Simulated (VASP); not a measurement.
# TiTe2 (P-3m1) in VASP: density of states with PBE

Aim: the density of states of TiTe2 with PBE.

Everything below comes from runs of VASP 6.6.1. Logs are shortened: lines on timing, memory, paths and dates and some standing lists are left out, and cuts for length are marked.

**1. The cell of the first run**

It takes space group P-3m1 (No. 164, trigonal). The conventional cell has a = 3.769 Å, b = 3.769 Å, c = 6.898 Å, α = 90.00°, β = 90.00°, γ = 120.00°. Ti (site symmetry -3m) has 6 Te at 2.78 Å within 3.7 Å. Within 3.7 Å of Te (site symmetry 3m) lie 3 Ti at 2.78 Å.

**2. Density of states, PBE**

File POSCAR:

```
TiTe2
1.0
    3.7690233819     -0.0000000029      0.0000000000
   -1.8845116884      3.2640699976      0.0000000000
    0.0000000000      0.0000000000      6.8976564415
Ti Te
1 2
Direct
    0.0000000000      0.0000000000      0.0000000000
    0.6666666667      0.3333333333      0.2508710822
    0.3333333333      0.6666666667      0.7491289178
```

File INCAR.step1:

```
ALGO = Normal
EDIFF = 1E-6
ENCUT = 520
GGA = PE
ISIF = 2
ISMEAR = 0
LASPH = T
LCHARG = T
LMAXMIX = 4
LREAL = F
LWAVE = F
NBANDS = 19
NELM = 60
PREC = Accurate
SIGMA = 0.1
```

File KPOINTS.step1:

```
k-points
0
Gamma
  12 12 8
```

File INCAR.step2:

```
ALGO = Normal
EDIFF = 1E-6
ENCUT = 520
GGA = PE
ICHARG = 11
ISIF = 2
ISMEAR = -5
LASPH = T
LCHARG = F
LMAXMIX = 4
LORBIT = 11
LREAL = F
LWAVE = F
NBANDS = 19
NEDOS = 2001
NELM = 60
PREC = Accurate
SIGMA = 0.1
```

File KPOINTS.step2:

```
k-points
0
Gamma
  18 18 12
```

Potentials or basis: VASP PAW PBE potentials, release 64 (Ti_sv, Te).

Launch:

```bash
$ cat potpaw_PBE.64/Ti_sv/POTCAR potpaw_PBE.64/Te/POTCAR > POTCAR
$ cp INCAR.step1 INCAR
$ cp KPOINTS.step1 KPOINTS
$ mpirun -np 1 vasp_std > vasp.out
$ cp INCAR.step2 INCAR
$ cp KPOINTS.step2 KPOINTS
$ mpirun -np 1 vasp_std > vasp.out
```

OUTCAR:

```text
EDIFF = 1E-6
   ENCUT = 520
   GGA = PE
   ICHARG = 11
   ISIF = 2
   ISMEAR = -5
   LASPH = T
   LORBIT = 11
   LREAL = F
   NELM = 60
   PREC = Accurate

 ion  position               nearest neighbor table
   1  0.000  0.000  0.000-   2 2.78   3 2.78   3 2.78   2 2.78   2 2.78   3 2.78
   2  0.667  0.333  0.251-   1 2.78   1 2.78   1 2.78
   3  0.333  0.667  0.749-   1 2.78   1 2.78   1 2.78

  LATTYP: Found a hexagonal cell.
 ALAT       =     3.7690233819
 C/A-ratio  =     1.8300911782

  Lattice vectors:

 A1 = (   3.7690233819,  -0.0000000029,   0.0000000000)
 A2 = (  -1.8845116884,   3.2640699976,   0.0000000000)
 A3 = (   0.0000000000,   0.0000000000,   6.8976564415)

Analysis of symmetry for initial positions (statically):
=====================================================================
 Subroutine PRICEL returns:
 Original cell was already a primitive cell.

 Routine SETGRP: Setting up the symmetry group for a
 hexagonal supercell.

 Subroutine GETGRP returns: Found 12 space group operations
 (whereof 12 operations were pure point group operations)
 out of a pool of 24 trial point group operations.

The static configuration has the point symmetry D_3d.

Analysis of symmetry for dynamics (positions and initial velocities):
=====================================================================
 Subroutine PRICEL returns:
 Original cell was already a primitive cell.

 Routine SETGRP: Setting up the symmetry group for a
 hexagonal supercell.

 Subroutine GETGRP returns: Found 12 space group operations
 (whereof 12 operations were pure point group operations)
 out of a pool of 24 trial point group operations.

The dynamic configuration has the point symmetry D_3d.

 Subroutine INISYM returns: Found 12 space group operations
 (whereof 12 operations are pure point group operations),
 and found     1 'primitive' translations

----------------------------------------------------------------------------------------

                                     Primitive cell

  volume of cell :      84.8574

  direct lattice vectors                    reciprocal lattice vectors
     3.769023382 -0.000000003  0.000000000     0.265320721  0.153182989  0.000000000
    -1.884511688  3.264069998  0.000000000     0.000000000  0.306365979  0.000000000
     0.000000000  0.000000000  6.897656441     0.000000000  0.000000000  0.144976777
[... 93 lines left out ...]
   NFREE  =      0    steps in history (QN), initial steepest desc. (CG)
   ISIF   =      2    stress and relaxation
   ISYM   =      2    0-nonsym 1-usesym 2-fastsym
   POTIM  = 0.5000    time-step for ionic-motion
   TEBEG  =    0.0;   TEEND  =   0.0 temperature during run
   PSTRESS=    0.0 pullay stress
   NELECT =      24.0000    total number of electrons
   NUPDOWN=      -1.0000    fix difference up-down
   EMIN   =  10.00;   EMAX   =-10.00  energy-range for DOS
   EFERMI =   0.00;   METHOD = LEGACY
   ISMEAR =    -5;   SIGMA  =   0.10  broadening in eV -4-tet -1-fermi 0-gaus
   EFERMI_NEDOS =   21; number of points for ismear=-14 and -15
   IALGO  =     38    algorithm
   IMIX   =      4    mixing-type and parameters
     AMIX     =   0.40;   BMIX     =  1.00
     AMIX_MAG =   1.60;   BMIX_MAG =  1.00
  volume/ion in A,a.u.               =      28.29       190.88
  Fermi-wavevector in a.u.,A,eV,Ry     =   1.074604  2.030708 15.711663  1.154775
  Thomas-Fermi vector in A             =   2.210437
   LORBIT       =     11    0 simple, 1 ext, 2 COOP (PROOUT), +10 PAW based schemes
   GGA     = PE    functional components
   LHFCALC =     F    Hartree Fock is set to
   AEXX    =    0.0000 exact exchange contribution
   IVDW    =     0    specifies the selected vdW correction
   LEPSILON=     F    determine dielectric tensor
   LRPA    =     F    only Hartree local field effects (RPA)
 non-spin polarized calculation
 Fermi weights with tetrahedron method with Bloechl corrections
  energy-cutoff  :      520.00
  volume of cell :       84.86
 maximum number of plane-waves:      2307

 number of electron      24.0000001 magnetization

 Free energy of the ion-electron system (eV)
  ---------------------------------------------------
  ext. energy  EPLUGINS =         0.00000000
  ---------------------------------------------------
  free energy    TOTEN  =       -16.21788394 eV

  energy without entropy =      -16.21788394  energy(sigma->0) =      -16.21788394

 E-fermi :   6.1872     XC(G=0):  -9.5461

 val. band max:        6.2118784598   @ k =   0.1111   0.0000   0.2500
 cond. band min:       6.1577255667   @ k =   0.4444  -0.0000   0.0000
 fundamental gap:     -0.0541528932
 Fermi energy:         6.1871937879

 k-point     1 :       0.0000    0.0000    0.0000
  band No.  band energies     occupation
      1     -51.3550      2.00000
      2     -27.6072      2.00000
      3     -27.6072      2.00000
      4     -27.5665      2.00000
      5      -6.0299      2.00000
      6      -4.8513      2.00000
[... 505 lines left out ...]
      6      -4.1727      2.00000
[... 11 lines left out ...]
     18      11.4178      0.00000
     19      12.3737      0.00000

 [... further k-points ...]

------------------------ aborting loop because EDIFF is reached ----------------------------------------

  FORCE on cell =-STRESS in cart. coord.  units (eV):
  Direction    XX          YY          ZZ          XY          YZ          ZX
  --------------------------------------------------------------------------------------
  -------------------------------------------------------------------------------------
  Total       -0.0900830     -0.0900830     -0.0738421     -0.0000000      0.0000000     -0.0000000
  in kB       -1.7008408     -1.7008408     -1.3941989     -0.0000000      0.0000000     -0.0000000
  external PRESSURE =      -1.5986268 kB  Pullay stress =       0.0000000 kB

 VOLUME and BASIS-vectors are now :
 -----------------------------------------------------------------------------
  energy-cutoff  :      520.00
  volume of cell :       84.86
      direct lattice vectors                 reciprocal lattice vectors
     3.769023382 -0.000000003  0.000000000     0.265320721  0.153182989  0.000000000
    -1.884511688  3.264069998  0.000000000     0.000000000  0.306365979  0.000000000
     0.000000000  0.000000000  6.897656441     0.000000000  0.000000000  0.144976777

 POSITION                                       TOTAL-FORCE (eV/Angst)
 -----------------------------------------------------------------------------------
      0.00000      0.00000      0.00000        -0.000000     -0.000000      0.000000
      1.88451      1.08802      1.73042        -0.000000     -0.000000      0.008580
      0.00000      2.17605      5.16723         0.000000      0.000000     -0.008580
 -----------------------------------------------------------------------------------
    total drift:                               -0.000000      0.000000      0.000000

  FREE ENERGIE OF THE ION-ELECTRON SYSTEM (eV)
  ---------------------------------------------------
  free  energy   TOTEN  =       -16.2178839447 eV

  energy  without entropy=      -16.2178839447  energy(sigma->0) =      -16.21788394

 total charge

# of ion       s       p       d       tot
------------------------------------------
    1        2.167   6.120   1.850  10.137
    2        1.384   1.996   0.035   3.414
    3        1.384   1.996   0.035   3.414
--------------------------------------------------
tot          4.934  10.111   1.920  16.966
```

OUTCAR.step1:

```text
EDIFF = 1E-6
   ENCUT = 520
   GGA = PE
   ISIF = 2
[... 755 lines left out ...]
      0.00000      0.00000      0.00000         0.000000      0.000000      0.000000
      1.88451      1.08802      1.73042         0.000000      0.000000      0.010307
      0.00000      2.17605      5.16723        -0.000000     -0.000000     -0.010307
 -----------------------------------------------------------------------------------
    total drift:                               -0.000000     -0.000000      0.000000

  FREE ENERGIE OF THE ION-ELECTRON SYSTEM (eV)
  ---------------------------------------------------
  free  energy   TOTEN  =       -16.2230660062 eV

  energy  without entropy=      -16.2173489884  energy(sigma->0) =      -16.22020750
```

It took 7 min on 1 thread of Intel Xeon Platinum 8259CL at 2.50GHz (Skylake/Cascade Lake), shared host; peak memory 0.67 GiB.

Results:

```yaml
Valence_electrons_inside_the_program's_atomic_spheres: Ti 10.14; Te 3.41
```

Caveat: spin-orbit coupling is left out, which moves the levels of the heavy elements; this functional lacks dispersion, which binds the layers, so the pressure and a relaxed spacing across them are unreliable; tetrahedron occupations give inexact forces and stress in metals.
